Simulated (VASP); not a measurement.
**C: single point with r2SCAN**

Crystal: C.

```xyz
8
Lattice="2.5029 -0.0050 0.1268 -1.2558 2.1840 -0.0345 0.4184 0.1100 8.1840" Properties=species:S:1:pos:R:3 pbc="T T T"
C     0.0351   -0.0818    0.6433
C     0.3776   -0.2307    5.0865
C     0.0412    0.0795    3.3331
C     0.5443    0.2892    7.4988
C    -0.0766    1.2172    1.3315
C     1.5390    1.0819    5.1399
C     0.2360    1.4936    2.7628
C     1.4713    0.9492    7.1247
```

This cell differs from its parent crystal: atoms moved at random and the cell strained at random.

* Program: VASP 6.6.1
* Task: single point
* Functional: r2SCAN
* Potentials or basis: VASP PAW PBE potentials, release 64 (C)
* Cutoff: 520 eV
* k mesh: 12 × 12 × 4
* Occupations: gaussian, width 0.05 eV
* Spin: no spin polarisation

```yaml
Pressure: 159.2 GPa
Largest_force: 108.640 eV/Å
Band_gap_on_the_k_mesh: zero (band 16 reaches 12.19 eV, above the bottom of band 17 at 9.66 eV)
```

Forces on the atoms (eV/Å):
```
C     -1.674   -2.406    9.609
C     11.842  107.878   -2.889
C      4.553   -0.109   -3.273
C    -14.136   -9.410   -0.739
C      3.381    5.158   -4.006
C    -13.235 -107.785    3.122
C     -5.925   -1.521    3.564
C     15.194    8.195   -5.388
```

Stress tensor (GPa, compression positive):
```
 54.63  35.22 -31.99
 35.22 356.60   1.00
-31.99   1.00  66.30
```

Levels at points of the mesh, in eV from the Fermi level:
```csv
k point,band 14,band 15,band 16,band 17,band 18,band 19
"(0.00, 0.00, 0.00)",-0.69,0.60,1.26,1.60,1.91,3.05
"(0.50, 0.00, 0.00)",-5.37,-4.20,-1.84,-0.53,1.58,3.28
"(0.00, 0.50, 0.00)",-4.92,-3.40,-2.87,-0.05,1.24,3.42
"(0.50, 0.50, 0.00)",-5.33,-4.28,-1.33,-0.33,1.17,2.44
"(0.00, 0.00, 0.50)",-0.82,0.11,1.09,1.28,2.31,3.34
"(0.50, 0.00, 0.50)",-5.55,-4.21,-1.83,-1.27,2.36,3.41
"(0.00, 0.50, 0.50)",-5.37,-3.56,-3.32,0.29,1.32,3.32
"(0.50, 0.50, 0.50)",-5.79,-4.25,-1.96,-0.16,1.03,3.06
```

Wall time 17 min on 1 thread of Intel(R) Xeon(R) Platinum 8259CL CPU @ 2.50GHz (Skylake/Cascade Lake), on a shared host, peak memory 0.33 GiB.

Caveat: the cell differs from its parent crystal (atoms moved at random and the cell strained at random); the PAW data sets were made with another functional, which shifts forces and pressure a little.
